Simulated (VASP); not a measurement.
Runs of VASP 6.6.1 on GaN. The structure is that of space group P6_3mc (No. 186), or close to it. The cells are those of the table. 

```csv
task,potentials or basis,cell,k mesh,cutoff (eV),smearing,second run,gap on the mesh (eV),pressure (GPa),largest force (eV/Å)
single point,"VASP PAW PBE potentials, release 64 (Ga_d, N)","a = 3.183, b = 3.183, c = 5.184 Å, angles 90.0, 90.0, 120.0°, 4 atoms",10 × 10 × 6,520,fermi-dirac 0.08 eV,-,2.34,1.1,0.01
single point,"VASP PAW PBE potentials, release 64 (Ga_d, N_h)","a = 3.194, b = 3.194, c = 5.201 Å, angles 90.0, 90.0, 120.0°, 4 atoms",8 × 8 × 4,910,gaussian 0.01 eV,hard_potentials,2.27,(d),-
single point,"VASP PAW PBE potentials, release 64 (Ga_d, N)","a = 3.114, b = 3.114, c = 5.071 Å, angles 90.0, 90.0, 120.0°, 4 atoms",8 × 8 × 4,520,gaussian 0.01 eV,-,2.80,16.3,-
single point,"VASP PAW PBE potentials, release 64 (Ga_d, N)","a = 3.148, b = 3.148, c = 5.127 Å, angles 90.0, 90.0, 120.0°, 4 atoms",8 × 8 × 4,520,gaussian 0.01 eV,-,2.57,(b),-
relaxation of cell and atoms,"VASP PAW PBE potentials, release 64 (Ga_d, N)","relaxed to 2 GPa from a = 3.183, b = 3.183, c = 5.184 Å, angles 90.0, 90.0, 120.0°, 4 atoms",8 × 8 × 4,600,gaussian 0.01 eV,-,2.37,2.0,-
single point,"VASP PAW PBE potentials, release 64 (Ga_d, N)","a = 3.162, b = 3.162, c = 5.150 Å, angles 90.0, 90.0, 120.0°, 4 atoms",8 × 8 × 4,520,gaussian 0.01 eV,-,(c),5.2,0.01
single point,"VASP PAW PBE potentials, release 64 (Ga_d, N_h)","a = 3.114, b = 3.114, c = 5.071 Å, angles 90.0, 90.0, 120.0°, 4 atoms",8 × 8 × 4,910,gaussian 0.01 eV,hard_potentials,2.80,(a),-
single point,"VASP PAW PBE potentials, release 64 (Ga_d, N_h)","a = 3.148, b = 3.148, c = 5.127 Å, angles 90.0, 90.0, 120.0°, 4 atoms",8 × 8 × 4,910,gaussian 0.01 eV,hard_potentials,2.57,8.1,-
single point,"VASP PAW PBE potentials, release 64 (Ga_d, N)","a = 3.135, b = 3.135, c = 5.105 Å, angles 90.0, 90.0, 120.0°, 4 atoms",8 × 8 × 4,520,gaussian 0.01 eV,-,2.66,11.2,-
```

Alike in all rows: level r2SCAN; no spin polarisation.

Problem. Estimate the missing entries.

Solution. (a) 16.2; (b) 8.2; (c) 2.48; (d) -1.0.

Caveats: the PAW data sets were made with another functional, which shifts forces and pressure a little; the cutoff is under 1.25 times the usual one of these potentials, so pressure, stress and relaxed cells hold a basis-set (Pulay) error (some runs); the cell is relaxed towards a set pressure, so the enthalpy falls and the energy may rise (some runs).

A k mesh can miss the band edges, and the runs leave out spin-orbit coupling on Ga.
